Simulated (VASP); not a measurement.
# LuBe (Pm-3m) in VASP: notebook, part 2 of 2

VASP 6.6.1.

## 3. Relaxation of cell and atoms, LDA

This run uses another cell than the first one, of 18.30 Å³/atom, 1.083 times its volume.

The input, INCAR:

```
SYSTEM = LuBe
PREC = Accurate
ENCUT = 600
EDIFF = 1E-6
ISMEAR = -1
SIGMA = 0.05
LREAL = .FALSE.
LASPH = .TRUE.
NELM = 60
ALGO = Normal
ISIF = 3
LWAVE = .FALSE.
LCHARG = .FALSE.
GGA = CA
IBRION = 2
NSW = 60
EDIFFG = -0.01
```

The input, KPOINTS:

```
regular mesh
0
G
  8 8 8
  0 0 0
```

The input, POSCAR:

```
LuBe
1.0
    3.3203700000      0.0000000000      0.0000000000
    0.0000000000      3.3203700000      0.0000000000
    0.0000000000      0.0000000000      3.3203700000
Lu Be
1 1
Direct
    0.0000000000      0.0000000000      0.0000000000
    0.5000000000      0.5000000000      0.5000000000
```

Potentials or basis: VASP PAW PBE potentials, release 64 (Lu, Be).

Command:

```bash
> cat potpaw_PBE.64/Lu/POTCAR potpaw_PBE.64/Be/POTCAR > POTCAR
> mpirun -np 1 vasp_std > vasp.out
```

OUTCAR:

```text
SYSTEM = LuBe
   PREC = Accurate
   ENCUT = 600
   EDIFF = 1E-6
   ISMEAR = -1
   LREAL = .FALSE.
   LASPH = .TRUE.
   NELM = 60
   ISIF = 3
   GGA = CA
   IBRION = 2
   NSW = 60
   EDIFFG = -0.01

 ion  position               nearest neighbor table
   1  0.000  0.000  0.000-   2 2.88   2 2.88   2 2.88   2 2.88   2 2.88   2 2.88   2 2.88   2 2.88

   2  0.500  0.500  0.500-   1 2.88   1 2.88   1 2.88   1 2.88   1 2.88   1 2.88   1 2.88   1 2.88

  LATTYP: Found a simple cubic cell.
 ALAT       =     3.3203700000

  Lattice vectors:

 A1 = (   3.3203700000,   0.0000000000,   0.0000000000)
 A2 = (   0.0000000000,   3.3203700000,   0.0000000000)
 A3 = (   0.0000000000,   0.0000000000,   3.3203700000)

Analysis of symmetry for initial positions (statically):
=====================================================================
 Subroutine PRICEL returns:
 Original cell was already a primitive cell.

 Routine SETGRP: Setting up the symmetry group for a
 simple cubic supercell.

 Subroutine GETGRP returns: Found 48 space group operations
 (whereof 48 operations were pure point group operations)
 out of a pool of 48 trial point group operations.

The static configuration has the point symmetry O_h .

Analysis of symmetry for dynamics (positions and initial velocities):
=====================================================================
 Subroutine PRICEL returns:
 Original cell was already a primitive cell.

 Routine SETGRP: Setting up the symmetry group for a
 simple cubic supercell.

 Subroutine GETGRP returns: Found 48 space group operations
 (whereof 48 operations were pure point group operations)
 out of a pool of 48 trial point group operations.

The dynamic configuration has the point symmetry O_h .

 Subroutine INISYM returns: Found 48 space group operations
 (whereof 48 operations are pure point group operations),
 and found     1 'primitive' translations

----------------------------------------------------------------------------------------

                                     Primitive cell

  volume of cell :      36.6066

  direct lattice vectors                    reciprocal lattice vectors
     3.320370000  0.000000000  0.000000000     0.301171255  0.000000000  0.000000000
     0.000000000  3.320370000  0.000000000     0.000000000  0.301171255  0.000000000
     0.000000000  0.000000000  3.320370000     0.000000000  0.000000000  0.301171255

  length of vectors
     3.320370000  3.320370000  3.320370000     0.301171255  0.301171255  0.301171255

  position of ions in fractional coordinates (direct lattice)
     0.000000000  0.000000000  0.000000000
     0.500000000  0.500000000  0.500000000

  ion indices of the primitive-cell ions
   primitive index   ion index
                 1           1
                 2           2

----------------------------------------------------------------------------------------

 KPOINTS: regular mesh

Automatic generation of k-mesh.
 Grid dimensions read from file:
 generate k-points for:    8    8    8

 Generating k-lattice:

  Cartesian coordinates                     Fractional coordinates (reciprocal lattice)
     0.037646407  0.000000000  0.000000000     0.125000000  0.000000000  0.000000000
     0.000000000  0.037646407  0.000000000     0.000000000  0.125000000  0.000000000
     0.000000000  0.000000000  0.037646407     0.000000000  0.000000000  0.125000000

  Length of vectors
     0.037646407  0.037646407  0.037646407

  Shift w.r.t. Gamma in fractional coordinates (k-lattice)
     0.000000000  0.000000000  0.000000000

 Subroutine IBZKPT returns following result:
 ===========================================

 Found     35 irreducible k-points:

 Following reciprocal coordinates:
            Coordinates               Weight
  0.000000  0.000000  0.000000      1.000000
  0.125000  0.000000  0.000000      6.000000
  0.250000  0.000000  0.000000      6.000000
  0.375000  0.000000  0.000000      6.000000
  0.500000  0.000000  0.000000      3.000000
  0.125000  0.125000  0.000000     12.000000
[... 16 lines left out ...]
  0.375000  0.375000  0.125000     24.000000
  0.500000  0.375000  0.125000     24.000000
 [... further k-points ...]
   k-points           NKPTS =     35   k-points in BZ     NKDIM =     35   number of bands    NBANDS=     17
   number of dos      NEDOS =    301   number of ions     NIONS =      2
   total plane-waves  NPLWV =  21952
   dimension x,y,z NGX =    28 NGY =   28 NGZ =   28
   dimension x,y,z NGXF=    56 NGYF=   56 NGZF=   56
   ions per type =               1   1
   NGX,Y,Z   is equivalent  to a cutoff of  14.02, 14.02, 14.02 a.u.
   NGXF,Y,Z  is equivalent  to a cutoff of  28.04, 28.04, 28.04 a.u.
 SYSTEM =  LuBe
   PREC   = accura    normal or accurate (medium, high low for compatibility)
   ISTART =      0    job   : 0-new  1-cont  2-samecut
   ICHARG =      2    charge: 1-file 2-atom 10-const
   ISPIN  =      1    spin polarized calculation?
   LNONCOLLINEAR =      F non collinear calculations
   LSORBIT =      F    spin-orbit coupling
   LASPH  =      T    aspherical Exc in radial PAW
   ENCUT  =  600.0 eV  44.10 Ry    6.64 a.u.   6.63  6.63  6.63*2*pi/ulx,y,z
   NELM   =     60;   NELMIN=  2; NELMDL= -5     # of ELM steps
   EDIFF  = 0.1E-05   stopping-criterion for ELM
   LREAL  =      F    real-space projection
   EDIFFG = -.1E-01   stopping-criterion for IOM
   NSW    =     60    number of steps for IOM
   IBRION =      2    ionic relax: 0-MD 1-quasi-New 2-CG
   NFREE  =      1    steps in history (QN), initial steepest desc. (CG)
   ISIF   =      3    stress and relaxation
   ISYM   =      2    0-nonsym 1-usesym 2-fastsym
   POTIM  = 0.5000    time-step for ionic-motion
   TEBEG  =    0.0;   TEEND  =   0.0 temperature during run
   PSTRESS=    0.0 pullay stress
   NELECT =      27.0000    total number of electrons
   NUPDOWN=      -1.0000    fix difference up-down
   EMIN   =  10.00;   EMAX   =-10.00  energy-range for DOS
   EFERMI =   0.00;   METHOD = LEGACY
   ISMEAR =    -1;   SIGMA  =   0.05  broadening in eV -4-tet -1-fermi 0-gaus
   EFERMI_NEDOS =   21; number of points for ismear=-14 and -15
   IALGO  =     38    algorithm
   IMIX   =      4    mixing-type and parameters
     AMIX     =   0.40;   BMIX     =  1.00
     AMIX_MAG =   1.60;   BMIX_MAG =  1.00
  volume/ion in A,a.u.               =      18.30       123.52
  Fermi-wavevector in a.u.,A,eV,Ry     =   1.479141  2.795171 29.767621  2.187858
  Thomas-Fermi vector in A             =   2.593335
   LORBIT       =      0    0 simple, 1 ext, 2 COOP (PROOUT), +10 PAW based schemes
   GGA     = CA    functional components
   LHFCALC =     F    Hartree Fock is set to
   AEXX    =    0.0000 exact exchange contribution
   IVDW    =     0    specifies the selected vdW correction
   LEPSILON=     F    determine dielectric tensor
   LRPA    =     F    only Hartree local field effects (RPA)
 conjugate gradient relaxation of ions
 non-spin polarized calculation
  energy-cutoff  :      600.00
  volume of cell :       36.61
 maximum number of plane-waves:      1236
 NGX is ok and might be reduce to    28
   NGX = 13   NGY = 13   NGZ = 13

--------------------------------------- Ionic step        1  -------------------------------------------

 number of electron      26.9999988 magnetization

 Free energy of the ion-electron system (eV)
  ---------------------------------------------------
  ext. energy  EPLUGINS =         0.00000000
  ---------------------------------------------------
  free energy    TOTEN  =        -9.23266765 eV

  energy without entropy =       -9.21427296  energy(sigma->0) =       -9.22347031

------------------------ aborting loop because EDIFF is reached ----------------------------------------

  FORCE on cell =-STRESS in cart. coord.  units (eV):
  Direction    XX          YY          ZZ          XY          YZ          ZX
  --------------------------------------------------------------------------------------
  -------------------------------------------------------------------------------------
  Total       -1.1375236     -1.1375236     -1.1375236     -0.0000000     -0.0000000      0.0000000
  in kB      -49.7864936    -49.7864936    -49.7864936     -0.0000000     -0.0000000      0.0000000
  external PRESSURE =     -49.7864936 kB  Pullay stress =       0.0000000 kB
[... 59 lines left out ...]
--------------------------------------- Ionic step        3  -------------------------------------------

 number of electron      27.0000009 magnetization

 Free energy of the ion-electron system (eV)
  ---------------------------------------------------
  ext. energy  EPLUGINS =         0.00000000
  ---------------------------------------------------
  free energy    TOTEN  =        -9.27454868 eV

  energy without entropy =       -9.25396088  energy(sigma->0) =       -9.26425478

 E-fermi :   2.9946     XC(G=0): -11.3712

 val. band max:        2.9858100702   @ k =   0.1250   0.1250   0.0000
 cond. band min:       2.9992258432   @ k =   0.1250   0.0000   0.0000
 fundamental gap:      0.0134157729
 Fermi energy:         2.9946195219

 k-point     1 :       0.0000    0.0000    0.0000
  band No.  band energies     occupation
      1     -52.3349      2.00000
      2     -23.0077      2.00000
      3     -23.0077      2.00000
      4     -23.0077      2.00000
      5      -4.2349      2.00000
      6      -1.5047      2.00000
[... 457 lines left out ...]
      4     -22.9911      2.00000
      5      -1.5571      2.00000
      6      -1.5431      2.00000
[... 9 lines left out ...]
     16       6.6856      0.00000
     17       7.1155      0.00000

 [... further k-points ...]
[... 5 lines left out ...]
  --------------------------------------------------------------------------------------
  -------------------------------------------------------------------------------------
  Total       -0.0198145     -0.0198145     -0.0198145     -0.0000000     -0.0000000      0.0000000
  in kB       -0.9321897     -0.9321897     -0.9321897     -0.0000000     -0.0000000      0.0000000
  external PRESSURE =      -0.9321897 kB  Pullay stress =       0.0000000 kB
[... 17 lines left out ...]
  FREE ENERGIE OF THE ION-ELECTRON SYSTEM (eV)
  ---------------------------------------------------
  free  energy   TOTEN  =        -9.2745486848 eV

  energy  without entropy=       -9.2539608812  energy(sigma->0) =       -9.26425478

 reached required accuracy - stopping structural energy minimisation
```

OSZICAR:

```text
N       E                     dE             d eps       ncg     rms          rms(c)
DAV:   1     0.103887891321E+03    0.10389E+03   -0.12085E+04  1446   0.545E+03
DAV:   2    -0.224970125343E+01   -0.10614E+03   -0.10456E+03  1191   0.399E+02
DAV:   3    -0.925797299950E+01   -0.70083E+01   -0.68791E+01  1394   0.881E+01
[... 34 lines left out ...]
DAV:   4    -0.927001056128E+01   -0.40690E-02   -0.87395E-03  2170   0.104E+00    0.236E-01
DAV:   5    -0.927392189403E+01   -0.39113E-02   -0.49274E-03  2279   0.517E-01    0.944E-02
DAV:   6    -0.927449596826E+01   -0.57407E-03   -0.94495E-04  2213   0.404E-01    0.220E-02
DAV:   7    -0.927454831966E+01   -0.52351E-04   -0.14374E-04  2255   0.974E-02    0.150E-03
DAV:   8    -0.927454868475E+01   -0.36510E-06   -0.48557E-06  1283   0.130E-02
   3 F= -.92745487E+01 E0= -.92642548E+01  d E =-.418810E-01
```

Run time: 1.9 min. Hardware: 1 thread of Intel Xeon 8259CL, shared host; peak memory 0.18 GiB.

Results:

```
Free energy                            : -9.2745 eV
Relaxed volume                         : 17.03 Å³/atom
Relaxed cell                           : a = 3.241 Å, b = 3.241 Å, c = 3.241 Å, α = 90.00°, β = 90.00°, γ = 90.00°
Space group after relaxing (to 0.05 Å) : Pm-3m (No. 221)
Energy gained by relaxing              : 20.9 meV/atom
Ionic steps                            : 3
Pressure after relaxing                : -0.1 GPa
```

The path:
| step | energy change (eV) | largest force (eV/Å) | pressure (GPa) | volume (Å³) |
| --- | --- | --- | --- | --- |
| 1 | 0.0000 | 0.0000 | -4.98 | 36.61 |
| 2 | -0.0411 | 0.0000 | 0.94 | 33.68 |
| 3 | -0.0419 | 0.0000 | -0.09 | 34.06 |

Final structure:
```
Lu Be
1.0
     3.24138    0.00000    0.00000
     0.00000    3.24138    0.00000
     0.00000    0.00000    3.24138
Lu Be
1 1
Direct
  0.00000 0.00000 0.00000
  0.50000 0.50000 0.50000
```

Levels at points of the mesh, in eV from the Fermi level:
```
           k point  band 10  band 11  band 12  band 13  band 14  band 15  band 16  band 17
(0.00, 0.00, 0.00)    -4.49    -4.49    -4.45    -0.12    -0.12     4.74     4.74     4.74
(0.50, 0.00, 0.00)    -4.43    -4.43    -4.23    -2.82     0.91     1.80     1.80     6.63
(0.50, 0.50, 0.00)    -4.43    -4.42    -3.42    -0.13    -0.07    -0.07     3.79     3.79
(0.50, 0.50, 0.50)    -4.44    -4.44    -2.31    -2.31    -2.31     2.35     6.66     6.66
```

Caveat: the PAW data sets were made with another functional, which shifts forces and pressure a little; spin-orbit coupling is left out, which moves the levels of the heavy elements.
